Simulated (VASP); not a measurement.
## CoSi3Ir: single point with PBE

CoSi3Ir:

```
Co Si Ir
1.0
     4.42332    0.00000    0.00000
     0.00000    4.42332    0.00000
     0.00000    0.00000    4.42332
Co Si Ir
1 3 1
Direct
  0.50000 0.50000 0.50000
  0.50000 0.00000 0.00000
  0.00000 0.50000 0.00000
  0.00000 0.00000 0.50000
  0.00000 0.00000 0.00000
```

```yaml
Program: VASP 6.6.1
Task: single point
Functional: PBE
Potentials_or_basis: VASP PAW PBE potentials, release 64 (Co, Si, Ir)
Cutoff: 520 eV
k_mesh: 4 × 4 × 4
Occupations: gaussian, width 0.1 eV
Spin: collinear spin, ferromagnetic start
Starting_moments: "[3.0, 0.0, 0.0, 0.0, 0.0] μB"
```

```
Pressure                                              : 15.6 GPa
Net moment                                            : 0.91 μB per cell
Site moments                                          : Co +1.26; Si -0.03; Ir -0.05 μB
Valence electrons inside the program's atomic spheres : Co 7.82; Si 1.60; Ir 9.62
```

Levels at points of the mesh, in eV from the Fermi level:
Spin up:
```tsv
k point	band 11	band 12	band 13	band 14	band 15	band 16	band 17	band 18	band 19	band 20
(0.00, 0.00, 0.00)	-1.86	-1.28	-1.28	-1.28	-1.10	0.67	0.67	1.33	1.33	1.33
(0.50, 0.00, 0.00)	-1.50	-1.34	-0.95	-0.78	-0.78	0.64	0.68	0.70	1.60	1.60
(0.50, 0.50, 0.00)	-1.33	-1.33	-1.31	-1.27	-1.06	-0.35	-0.35	2.00	2.85	2.85
(0.50, 0.50, 0.50)	-1.28	-1.28	-1.02	-1.02	-1.02	-0.43	-0.43	-0.43	4.86	4.86
```
Spin down:
| k point | band 11 | band 12 | band 13 | band 14 | band 15 | band 16 | band 17 | band 18 | band 19 | band 20 |
| --- | --- | --- | --- | --- | --- | --- | --- | --- | --- | --- |
| (0.00, 0.00, 0.00) | -1.19 | -1.03 | -0.22 | -0.22 | -0.22 | 1.11 | 1.11 | 1.17 | 1.17 | 1.17 |
| (0.50, 0.00, 0.00) | -1.25 | -0.29 | 0.05 | 0.14 | 0.14 | 0.54 | 0.55 | 1.38 | 1.51 | 1.51 |
| (0.50, 0.50, 0.00) | -0.48 | -0.48 | -0.41 | -0.41 | -0.30 | -0.10 | -0.07 | 2.04 | 2.92 | 2.92 |
| (0.50, 0.50, 0.50) | -0.53 | -0.53 | -0.53 | -0.01 | -0.01 | 0.08 | 0.08 | 0.08 | 4.70 | 4.70 |

Run time: 40 s on 1 thread of Intel(R) Xeon(R) 6975P-C (Granite Rapids) (shared host), peak memory 0.26 GiB.

Caveat: spin-orbit coupling is left out, which moves the levels of the heavy elements.
